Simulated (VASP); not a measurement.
# Au (Fm-3m) in VASP: notebook

Runs on Au. Level: PBE. Tasks: single point, relaxation of cell and atoms.

All numbers are computed with VASP 6.6.1; they aren't measurements. Logs are shortened: lines on timing, memory, paths and dates and some standing lists are left out, and cuts for length are marked.

### Step 1. The cell of the first run

Symmetry: Fm-3m, No. 225, cubic system. Conventional cell: a = 4.158 Å, b = 4.158 Å, c = 4.158 Å, α = 90.00°, β = 90.00°, γ = 90.00°. Within 3.9 Å of Au (site symmetry m-3m) lie 12 Au at 2.94 Å.

### Step 2. Single point, PBE

File INCAR:

```
PREC = Accurate
ENCUT = 520
EDIFF = 1E-6
ISMEAR = -1
SIGMA = 0.15
LREAL = False
LASPH = True
NELM = 100
ALGO = Fast
ISIF = 2
LWAVE = False
LCHARG = False
GGA = PE
NBANDS = 12
```

File KPOINTS:

```
regular mesh
0
Gamma
  20 20 20
```

File POSCAR:

```
Au
1.0
    0.0000000000      2.0791539748      2.0791539748
    2.0791539748      0.0000000000      2.0791539748
    2.0791539748      2.0791539748      0.0000000000
Au
1
Direct
    0.0000000000      0.0000000000      0.0000000000
```

Potentials or basis: VASP PAW PBE potentials, release 64 (Au).

Launch:

```
> cat potpaw_PBE.64/Au/POTCAR > POTCAR
> mpirun -np 1 vasp_std > vasp.out
```

OUTCAR:

```text
PREC = Accurate
   ENCUT = 520
   EDIFF = 1E-6
   ISMEAR = -1
   LREAL = False
   LASPH = True
   NELM = 100
   ISIF = 2
   GGA = PE

 ion  position               nearest neighbor table
   1  0.000  0.000  0.000-

  LATTYP: Found a face centered cubic cell.
 ALAT       =     4.1583079496

  Lattice vectors:

 A1 = (   0.0000000000,   2.0791539748,   2.0791539748)
 A2 = (   2.0791539748,   0.0000000000,   2.0791539748)
 A3 = (   2.0791539748,   2.0791539748,   0.0000000000)

Analysis of symmetry for initial positions (statically):
=====================================================================
 Subroutine PRICEL returns:
 Original cell was already a primitive cell.

 Routine SETGRP: Setting up the symmetry group for a
 face centered cubic supercell.

 Subroutine GETGRP returns: Found 48 space group operations
[... 9 lines left out ...]

 Routine SETGRP: Setting up the symmetry group for a
 face centered cubic supercell.

 Subroutine GETGRP returns: Found 48 space group operations
[... 11 lines left out ...]
                                     Primitive cell

  volume of cell :      17.9759

  direct lattice vectors                    reciprocal lattice vectors
     0.000000000  2.079153975  2.079153975    -0.240482430  0.240482430  0.240482430
     2.079153975  0.000000000  2.079153975     0.240482430 -0.240482430  0.240482430
     2.079153975  2.079153975  0.000000000     0.240482430  0.240482430 -0.240482430

  length of vectors
     2.940367749  2.940367749  2.940367749     0.416527787  0.416527787  0.416527787

  position of ions in fractional coordinates (direct lattice)
     0.000000000  0.000000000  0.000000000

  ion indices of the primitive-cell ions
   primitive index   ion index
                 1           1

----------------------------------------------------------------------------------------

 KPOINTS: regular mesh

Automatic generation of k-mesh.
 Grid dimensions read from file:
 generate k-points for:   20   20   20

 Generating k-lattice:

  Cartesian coordinates                     Fractional coordinates (reciprocal lattice)
    -0.012024121  0.012024121  0.012024121     0.050000000  0.000000000  0.000000000
     0.012024121 -0.012024121  0.012024121     0.000000000  0.050000000  0.000000000
     0.012024121  0.012024121 -0.012024121     0.000000000  0.000000000  0.050000000

  Length of vectors
     0.020826389  0.020826389  0.020826389

[... 57 lines left out ...]
   IBRION =     -1    ionic relax: 0-MD 1-quasi-New 2-CG
   NFREE  =      0    steps in history (QN), initial steepest desc. (CG)
   ISIF   =      2    stress and relaxation
   ISYM   =      2    0-nonsym 1-usesym 2-fastsym
   POTIM  = 0.5000    time-step for ionic-motion
   TEBEG  =    0.0;   TEEND  =   0.0 temperature during run
   PSTRESS=    0.0 pullay stress
   NELECT =      11.0000    total number of electrons
   NUPDOWN=      -1.0000    fix difference up-down
   EMIN   =  10.00;   EMAX   =-10.00  energy-range for DOS
   EFERMI =   0.00;   METHOD = LEGACY
   ISMEAR =    -1;   SIGMA  =   0.15  broadening in eV -4-tet -1-fermi 0-gaus
   EFERMI_NEDOS =   21; number of points for ismear=-14 and -15
   IALGO  =     68    algorithm
   IMIX   =      4    mixing-type and parameters
     AMIX     =   0.40;   BMIX     =  1.00
     AMIX_MAG =   1.60;   BMIX_MAG =  1.00
  volume/ion in A,a.u.               =      17.98       121.31
  Fermi-wavevector in a.u.,A,eV,Ry     =   1.389875  2.626483 26.283088  1.931752
  Thomas-Fermi vector in A             =   2.513864
   LORBIT       =      0    0 simple, 1 ext, 2 COOP (PROOUT), +10 PAW based schemes
   GGA     = PE    functional components
   LHFCALC =     F    Hartree Fock is set to
   AEXX    =    0.0000 exact exchange contribution
   IVDW    =     0    specifies the selected vdW correction
   LEPSILON=     F    determine dielectric tensor
   LRPA    =     F    only Hartree local field effects (RPA)
 non-spin polarized calculation
 RMM-DIIS sequential band-by-band and
  energy-cutoff  :      520.00
  volume of cell :       17.98
 maximum number of plane-waves:       531
 NGX is ok and might be reduce to    24
   NGX = 11   NGY = 11   NGZ = 11

 number of electron      11.0000001 magnetization

 Free energy of the ion-electron system (eV)
  ---------------------------------------------------
  ext. energy  EPLUGINS =         0.00000000
  ---------------------------------------------------
  free energy    TOTEN  =        -3.23166819 eV

  energy without entropy =       -3.21083039  energy(sigma->0) =       -3.22124929

 E-fermi :   8.6121     XC(G=0): -12.3994

 val. band max:        8.5537351583   @ k =   0.5000   0.1500   0.0500
 cond. band min:       8.6468084740   @ k =   0.5000   0.3000   0.1000
 fundamental gap:      0.0930733156
 Fermi energy:         8.6121203256

 k-point     1 :       0.0000    0.0000    0.0000
  band No.  band energies     occupation
      1      -0.6948      2.00000
      2       4.1918      2.00000
      3       4.1918      2.00000
      4       4.1918      2.00000
      5       5.5693      2.00000
      6       5.5693      2.00000
      7      23.1913      0.00000
      8      26.8832      0.00000
      9      26.8832      0.00000
     10      26.8832      0.00000
     11      31.6219      0.00000
     12      35.6986      0.00000
[... 331 lines left out ...]
 k-point    24 :      -0.3500    0.0500    0.0000
  band No.  band energies     occupation
      1       1.7737      2.00000
      2       4.2564      2.00000
      3       4.3115      2.00000
      4       5.2828      2.00000
      5       6.1628      2.00000
      6       6.6785      1.99999
      7      14.9458      0.00000
      8      23.1984      0.00000
      9      25.3696      0.00000
     10      26.8818      0.00000
     11      31.3114      0.00000
     12      32.0794      0.00000

 [... further k-points ...]

------------------------ aborting loop because EDIFF is reached ----------------------------------------

  FORCE on cell =-STRESS in cart. coord.  units (eV):
  Direction    XX          YY          ZZ          XY          YZ          ZX
  --------------------------------------------------------------------------------------
  -------------------------------------------------------------------------------------
  Total       -0.0175167     -0.0175167     -0.0175167     -0.0000000      0.0000000     -0.0000000
  in kB       -1.5612531     -1.5612531     -1.5612531     -0.0000000      0.0000000     -0.0000000
  external PRESSURE =      -1.5612531 kB  Pullay stress =       0.0000000 kB

 VOLUME and BASIS-vectors are now :
 -----------------------------------------------------------------------------
  energy-cutoff  :      520.00
  volume of cell :       17.98
      direct lattice vectors                 reciprocal lattice vectors
     0.000000000  2.079153975  2.079153975    -0.240482430  0.240482430  0.240482430
     2.079153975  0.000000000  2.079153975     0.240482430 -0.240482430  0.240482430
     2.079153975  2.079153975  0.000000000     0.240482430  0.240482430 -0.240482430

 POSITION                                       TOTAL-FORCE (eV/Angst)
 -----------------------------------------------------------------------------------
      0.00000      0.00000      0.00000         0.000000      0.000000      0.000000
 -----------------------------------------------------------------------------------
    total drift:                               -0.000000      0.000000     -0.000000

  FREE ENERGIE OF THE ION-ELECTRON SYSTEM (eV)
  ---------------------------------------------------
  free  energy   TOTEN  =        -3.2316681876 eV

  energy  without entropy=       -3.2108303909  energy(sigma->0) =       -3.22124929
```

OSZICAR:

```text
N       E                     dE             d eps       ncg     rms          rms(c)
DAV:   1     0.491554570721E+02    0.49155E+02   -0.55775E+03  6356   0.814E+02
DAV:   2    -0.280447318444E+01   -0.51960E+02   -0.48705E+02  7184   0.184E+02
DAV:   3    -0.349311727031E+01   -0.68864E+00   -0.68798E+00  7384   0.205E+01
DAV:   4    -0.349543358759E+01   -0.23163E-02   -0.23162E-02  7376   0.138E+00
DAV:   5    -0.349545145155E+01   -0.17864E-04   -0.17864E-04  7548   0.117E-01    0.796E+00
RMM:   6    -0.324844547189E+01    0.24701E+00   -0.30586E-01  6178   0.459E+00    0.516E+00
RMM:   7    -0.323342809470E+01    0.15017E-01   -0.33258E-02  6572   0.171E+00    0.264E+00
RMM:   8    -0.323171060626E+01    0.17175E-02   -0.28303E-03  6785   0.440E-01    0.334E-01
RMM:   9    -0.323166267071E+01    0.47936E-04   -0.39357E-04  7145   0.169E-01    0.108E-01
RMM:  10    -0.323166672080E+01   -0.40501E-05   -0.57376E-05  7084   0.569E-02    0.502E-02
RMM:  11    -0.323166806612E+01   -0.13453E-05   -0.12562E-05  6544   0.227E-02    0.101E-02
RMM:  12    -0.323166818760E+01   -0.12148E-06   -0.10571E-06  5609   0.653E-03
   1 F= -.32316682E+01 E0= -.32212493E+01  d E =-.208378E-01
```

stdout:

```text
POSCAR found type information on POSCAR Au
 POSCAR found :  1 types and       1 ions
 scaLAPACK will be used
 LDA part: xc-table for (Slater+PW92), standard interpolation
 POSCAR, INCAR and KPOINTS ok, starting setup
 FFT: planning ... GRIDC
 FFT: planning ... GRID_SOFT
 FFT: planning ... GRID
 WAVECAR not read
 entering main loop
```

It took 30 s on 1 thread of Intel Xeon Platinum 8259CL at 2.50GHz (Skylake/Cascade Lake), shared host; peak memory 0.18 GiB.

What came out:

```
Free energy : -3.2317 eV
Pressure    : -0.2 GPa
```

Levels at points of the mesh, in eV from the Fermi level:
```
           k point  band 2  band 3  band 4  band 5  band 6  band 7  band 8  band 9  band 10  band 11
(0.00, 0.00, 0.00)   -4.42   -4.42   -4.42   -3.04   -3.04   14.58   18.27   18.27    18.27    23.01
(0.50, 0.00, 0.00)   -4.45   -4.45   -1.95   -1.95   -0.71    2.79   14.02   16.72    16.72    24.13
(0.50, 0.50, 0.00)   -6.30   -1.99   -1.66   -1.66    1.17    5.35    9.85    9.85    16.63    19.09
```

Caveat: spin-orbit coupling is left out, which moves the levels of the heavy elements.

### Step 3. Single point, PBE (volume scaled by 1.02)

File INCAR:

```
SYSTEM = Au
ALGO = Normal ; EDIFF = 1E-7
ENCUT = 520 ; GGA = PE
ISIF = 2 ; ISMEAR = -1
LASPH = .True. ; LCHARG = .False.
LREAL = .False. ; LWAVE = .False.
NBANDS = 12 ; NELM = 100
PREC = Accurate ; SIGMA = 0.15
```

File KPOINTS:

```
k-points
0
Gamma
  20 20 20
  0 0 0
```

File POSCAR:

```
Au
1.0
    0.0000000000      2.0929236077      2.0929236077
    2.0929236077      0.0000000000      2.0929236077
    2.0929236077      2.0929236077      0.0000000000
Au
1
Direct
    0.0000000000      0.0000000000      0.0000000000
```

Potentials or basis: VASP PAW PBE potentials, release 64 (Au).

Launch:

```
> cat potpaw_PBE.64/Au/POTCAR > POTCAR
> mpirun -np 1 vasp_std > vasp.out
```

Run time: 25 s. Hardware: 1 thread of Intel Xeon Platinum 8259CL at 2.50GHz (Skylake/Cascade Lake), shared host; peak memory 0.18 GiB.

Results (log left out):

```yaml
Free_energy: -3.2284 eV
Pressure: -2.8 GPa
```

Levels at points of the mesh, in eV from the Fermi level:
| k point | band 2 | band 3 | band 4 | band 5 | band 6 | band 7 | band 8 | band 9 | band 10 | band 11 |
| --- | --- | --- | --- | --- | --- | --- | --- | --- | --- | --- |
| (0.00, 0.00, 0.00) | -4.32 | -4.32 | -4.32 | -2.99 | -2.99 | 14.60 | 18.17 | 18.17 | 18.17 | 22.85 |
| (0.50, 0.00, 0.00) | -4.35 | -4.35 | -1.93 | -1.93 | -0.62 | 2.69 | 14.03 | 16.57 | 16.57 | 23.84 |
| (0.50, 0.50, 0.00) | -6.14 | -1.98 | -1.65 | -1.65 | 1.22 | 5.20 | 9.80 | 9.80 | 16.43 | 18.84 |

Caveat: spin-orbit coupling is left out, which moves the levels of the heavy elements.

(Continued in part 2 of 2.)
